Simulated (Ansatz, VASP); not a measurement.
# One calculation of CaPtCl, two programs

```
CELL_PARAMETERS angstrom
3.97492 0.00000 0.00000
0.00000 3.97492 0.00000
0.00000 0.00000 6.95969
ATOMIC_POSITIONS crystal
Ca 0.25000 0.25000 0.19620
Ca 0.75000 0.75000 0.80380
Pt 0.25000 0.25000 0.64320
Pt 0.75000 0.75000 0.35680
Cl 0.75000 0.25000 0.00000
Cl 0.25000 0.75000 0.00000
```

Alike in both runs: task single point; functional PBE; k mesh 9 × 9 × 5; no spin polarisation.

```csv
,VASP,Ansatz
version,VASP 6.6.1,Ansatz 0.2.0
potentials or method,"VASP PAW PBE potentials, release 64 (Ca_sv, Pt, Cl), cutoff 520 eV",PAW plane waves
occupations,"fermi-dirac, width 0.1 eV",fermi-dirac
valence electrons in the cell,54,70
```

```csv
,VASP,Ansatz,Ansatz less VASP
pressure (GPa),25.0,24.6,-0.39
"traceless stress, the component that is largest in VASP (GPa)",-6.02,-6.00,+0.012
rms of the force components (eV/Å),1.686,1.658,-0.0276
```

Atom by atom the forces differ by 0.030 eV/Å (rms over components). VASP's potentials hold 54 valence electrons a cell and Ansatz's 70, so a difference there can come from the potentials and not from the codes.

Neither program's run includes spin-orbit coupling.
